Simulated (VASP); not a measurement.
# CdSi22O48 (a cell with a defect): single point with PBEsol

System: CdSi22O48 (a cell with a defect).

```xyz
71
Lattice="8.3887 0.0000 0.0000 0.0000 8.3887 0.0000 0.0000 0.0000 8.0356" Properties=species:S:1:pos:R:3 pbc="T T T"
Si    8.3876    0.0058    8.0268
Si    8.3862    0.0044    2.6965
Si    8.3865    0.0048    5.3680
Si    8.3860    4.1953    0.0036
Si    8.3876    4.2016    2.6838
Si    8.3870    4.1999    5.3628
Si    4.1884    0.0039    0.0038
Si    4.1946    0.0057    2.6841
Si    4.1930    0.0052    5.3628
Si    4.1919    4.1984    5.4940
Si    2.0577    2.0647    1.3141
Si    2.0685    2.0755    4.0450
Si    2.1089    2.1155    6.7309
Si    2.0558    6.3394    1.3346
Si    2.0966    6.2945    4.0392
Si    2.1095    6.2888    6.6872
Si    6.3327    2.0625    1.3348
Si    6.2874    2.1031    4.0391
Si    6.2819    2.1166    6.6871
Si    6.3289    6.3356    1.3121
Si    6.3164    6.3237    4.0444
Si    6.2751    6.2818    6.7317
Cd    4.1962    4.2034    2.5178
O     1.2312    1.2384    8.0326
O     1.2384    1.2459    2.6908
O     1.2720    1.2792    5.3791
O     1.2261    5.5203    8.0184
O     1.2946    5.4721    2.6889
O     1.2246    5.5134    5.3628
O     5.5133    1.2328    8.0185
O     5.4650    1.3013    2.6889
O     5.5063    1.2319    5.3628
O     5.5422    5.5489    0.0318
O     5.5989    5.6069    2.6728
O     5.4899    5.4975    5.3798
O     2.8401    2.8467    0.0298
O     2.7873    2.7941    2.6738
O     2.8942    2.9005    5.3818
O     2.8686    7.1740    8.0174
O     2.9249    7.0899    2.6859
O     2.8816    7.1673    5.3612
O     7.1669    2.8755    8.0176
O     7.0830    2.9315    2.6859
O     7.1608    2.8883    5.3611
O     7.1533    7.1596    8.0326
O     7.1463    7.1527    2.6884
O     7.1127    7.1195    5.3780
O     0.7828    3.3684    1.3420
O     0.8029    3.3801    4.0274
O     0.8149    3.3927    6.7026
O     0.8110    7.5816    1.3523
O     0.8164    7.5779    4.0280
O     0.8142    7.5765    6.6929
O     5.1279    3.2338    1.0203
O     5.0512    3.3333    4.1977
O     5.0755    3.3210    6.6473
O     5.0229    7.6121    1.3399
O     5.0121    7.5868    4.0284
O     5.0013    7.5776    6.7044
O     3.3612    0.7893    1.3422
O     3.3731    0.8098    4.0274
O     3.3858    0.8216    6.7027
O     3.2275    5.1350    1.0195
O     3.3256    5.0574    4.1981
O     3.3130    5.0814    6.6471
O     7.5739    0.8172    1.3523
O     7.5707    0.8231    4.0280
O     7.5694    0.8210    6.6929
O     7.6050    5.0295    1.3399
O     7.5797    5.0190    4.0282
O     7.5707    5.0079    6.7042
```

```yaml
Program: VASP 6.6.1
Task: single point
Functional: PBEsol
Potentials_or_basis: VASP PAW PBE potentials, release 64 (Si, Cd, O)
Cutoff: 520 eV
k_mesh: 1 × 1 × 1, shifted
Occupations: fermi-dirac, width 0.05 eV
Spin: no spin polarisation
```

```json
{"Pressure": "7.6 GPa", "Largest force": "0.322 eV/Å"}
```

Forces on the atoms (eV/Å):
```
Si  -0.007 -0.006  0.019
Si   0.003  0.002 -0.008
Si  -0.009 -0.010 -0.015
Si   0.006  0.009  0.003
Si  -0.005 -0.001  0.014
Si   0.008  0.016 -0.009
Si   0.011  0.011  0.002
Si  -0.001 -0.003  0.003
Si   0.016  0.010  0.001
Si   0.002  0.008 -0.046
Si  -0.019 -0.023  0.139
Si   0.022  0.023 -0.072
Si  -0.044 -0.043 -0.074
Si  -0.042  0.031  0.008
Si  -0.006 -0.017 -0.011
Si  -0.039  0.009  0.025
Si   0.027 -0.043  0.005
Si  -0.012  0.001 -0.011
Si   0.006 -0.038  0.034
Si   0.019  0.022  0.162
Si  -0.012 -0.021 -0.082
Si   0.042  0.042 -0.092
Cd  -0.050 -0.053 -0.048
O    0.015  0.015 -0.009
O   -0.032 -0.036 -0.012
O   -0.012 -0.016  0.017
O   -0.043 -0.013  0.000
O   -0.026 -0.008 -0.013
O   -0.036 -0.011  0.014
O   -0.011 -0.032 -0.004
O   -0.008 -0.025 -0.008
O   -0.015 -0.038  0.011
O   -0.094 -0.093  0.017
O    0.231  0.223  0.029
O   -0.030 -0.031  0.005
O    0.078  0.078  0.001
O   -0.190 -0.191  0.036
O    0.021  0.025  0.002
O    0.020  0.010  0.007
O    0.014  0.037  0.003
O    0.027  0.031  0.003
O    0.019  0.021  0.003
O    0.042  0.018  0.001
O    0.023  0.023  0.003
O   -0.009 -0.007 -0.015
O    0.048  0.049 -0.012
O    0.021  0.021  0.023
O    0.031 -0.018 -0.009
O    0.020 -0.021  0.009
O    0.036 -0.038  0.005
O    0.016 -0.024 -0.014
O    0.024 -0.023  0.006
O    0.031 -0.027  0.005
O    0.086 -0.041 -0.201
O    0.081 -0.098  0.154
O    0.001  0.010  0.018
O    0.017 -0.030 -0.010
O    0.013 -0.015  0.008
O    0.021 -0.037  0.008
O   -0.024  0.034 -0.012
O   -0.020  0.016  0.009
O   -0.038  0.035  0.003
O   -0.043  0.087 -0.194
O   -0.095  0.085  0.150
O    0.017  0.005  0.018
O   -0.013  0.018 -0.015
O   -0.023  0.023  0.005
O   -0.026  0.031  0.002
O   -0.031  0.016 -0.009
O   -0.018  0.014  0.009
O   -0.038  0.023  0.010
```

Stress tensor (GPa, compression positive):
```
8.53 1.90 0.31
1.90 8.55 0.30
0.31 0.30 5.78
```

Levels at points of the mesh, in eV from the Fermi level:
| k point | band 190 | band 191 | band 192 | band 193 | band 194 | band 195 | band 196 | band 197 | band 198 | band 199 |
| --- | --- | --- | --- | --- | --- | --- | --- | --- | --- | --- |
| (0.25, 0.25, 0.25) | -0.47 | -0.32 | -0.24 | -0.17 | -0.03 | 0.02 | 0.18 | 0.40 | 6.70 | 7.57 |

Wall time 4.2 min on 1 thread of Intel(R) Xeon(R) 6975P-C (Granite Rapids), on a shared host, peak memory 0.56 GiB.

Caveat: the PAW data sets were made with another functional, which shifts forces and pressure a little.
